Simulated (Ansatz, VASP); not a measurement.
## One calculation of Co, two programs

INCAR

```
ALGO = Normal ; EDIFF = 1E-6
ENCUT = 520 ; GGA = PS
ISIF = 2 ; ISMEAR = -1
ISPIN = 2 ; LASPH = T
LCHARG = F ; LMAXMIX = 4
LORBIT = 11 ; LREAL = F
LWAVE = F ; MAGMOM = 1.665 1.665 1.725 1.725 1.725 1.725 1.725 1.725
NBANDS = 50 ; NELM = 150
PREC = Accurate ; SIGMA = 0.05
```

KPOINTS

```
k-points
0
Gamma
  8 8 8
```

File POSCAR:

```
Co
1.0
    4.3975315279      0.0000000000      0.0000000000
    0.0000000000      4.3975315279      0.0000000000
    0.0000000000      0.0000000000      4.3975315279
Co
8
Direct
    0.0000000000      0.0000000000      0.0000000000
    0.5000000000      0.5000000000      0.5000000000
    0.2500000000      0.0000000000      0.5000000000
    0.7500000000      0.0000000000      0.5000000000
    0.5000000000      0.2500000000      1.0000000000
    0.5000000000      0.7500000000      1.0000000000
    0.0000000000      0.5000000000      0.2500000000
    1.0000000000      0.5000000000      0.7500000000
```

Input for Ansatz:

```yaml
crystal:
  lattice:
    - [4.3975315279, 0.0, 0.0]
    - [0.0, 4.3975315279, 0.0]
    - [0.0, 0.0, 4.3975315279]
  atoms:
    - { symbol: Co, position: [0.0, 0.0, 0.0], spin: 1.665 }
    - { symbol: Co, position: [0.5, 0.5, 0.5], spin: 1.665 }
    - { symbol: Co, position: [0.25, 0.0, 0.5], spin: 1.725 }
    - { symbol: Co, position: [0.75, 0.0, 0.5], spin: 1.725 }
    - { symbol: Co, position: [0.5, 0.25, 1.0], spin: 1.725 }
    - { symbol: Co, position: [0.5, 0.75, 1.0], spin: 1.725 }
    - { symbol: Co, position: [0.0, 0.5, 0.25], spin: 1.725 }
    - { symbol: Co, position: [1.0, 0.5, 0.75], spin: 1.725 }
hamiltonian:
  xc: pbesol
  pseudopotentials:
    kind: paw
    azcp:
      Co: "pseudopotentials/Co.paw.azcp"
basis:
  ecutwfc: 420
  fft_grid_basis: typed
kpoints:
  mp_grid: { grid: [8, 8, 8], shift: [0, 0, 0] }
magnetization:
  spin_polarized: true
scf:
  occupations: { method: fermi_dirac, width: 0.05 }
output:
  write_density: true
  write_potential: true
  elf: true
  volumetric_format: npy
```

Alike in both runs: task single point; functional PBEsol; k mesh 8 × 8 × 8; occupations fermi-dirac, width 0.05 eV; collinear spin.

|  | VASP | Ansatz |
| --- | --- | --- |
| version | VASP 6.6.1 | Ansatz 0.2.0 |
| potentials or method | VASP PAW PBE potentials, release 64 (Co), cutoff 520 eV | plane waves (420 eV) with PAW, scalar-relativistic |
| valence electrons in the cell | 72 | 136 |

VASP gave:

* net moment per atom (μB): 1.66
* size of the moment on the site where the two differ most (μB): 1.61

Question: What did Ansatz give for the same quantities?

Answer: net moment per atom (μB): 1.67; size of the moment on the site where the two differ most (μB): 1.68.

VASP's potentials were made for PBE, not for PBEsol, and Ansatz warns of the same on its side. Site moments also hang on the region over which each program counts them. The functional is the same, so the differences come from potentials, cutoffs and numerics. VASP's potentials hold 72 valence electrons a cell and Ansatz's 136, so a difference there can come from the potentials and not from the codes.
